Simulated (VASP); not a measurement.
Os: single point with PBE

Os:

```
Os
1.0
     2.73303    0.00000    0.00000
    -1.36652    2.36687    0.00000
     0.00000    0.00000    8.85048
Os
4
Direct
  0.00000 0.00000 0.00000
  0.00000 0.00000 0.50000
  0.33333 0.66667 0.75000
  0.66667 0.33333 0.25000
```

```yaml
Program: VASP 6.6.1
Task: single point
Functional: PBE
Potentials_or_basis: VASP PAW PBE potentials, release 64 (Os)
Cutoff: 520 eV
k_mesh: 9 × 9 × 2
Occupations: gaussian, width 0.1 eV
Spin: no spin polarisation
Dipole_correction: no
Further_INCAR_settings: ALGO = Normal; EDIFF = 1e-06; NBANDS = 24
```

```json
{"Pressure": "-0.2 GPa", "Band gap on the k mesh": "zero (bands 16 and 17 overlap by 3.14 eV)"}
```

Stress tensor (GPa, compression positive):
```
-0.08  0.00  0.00
 0.00 -0.08  0.00
 0.00  0.00 -0.36
```

Levels at points of the mesh, in eV from the Fermi level:
```csv
k point,band 13,band 14,band 15,band 16,band 17,band 18,band 19,band 20
"(0.00, 0.00, 0.00)",-2.58,-2.42,-2.42,-0.78,-0.78,-0.24,0.05,0.05
"(0.00, 0.00, 0.50)",-2.74,-2.74,-2.03,-2.03,-0.31,-0.31,-0.31,-0.31
```

Wall time 29 s on 1 thread of Oxide Virtual Turin-like Processor (shared host), peak memory 0.14 GiB.

Caveat: spin-orbit coupling is left out, which moves the levels of the heavy elements.
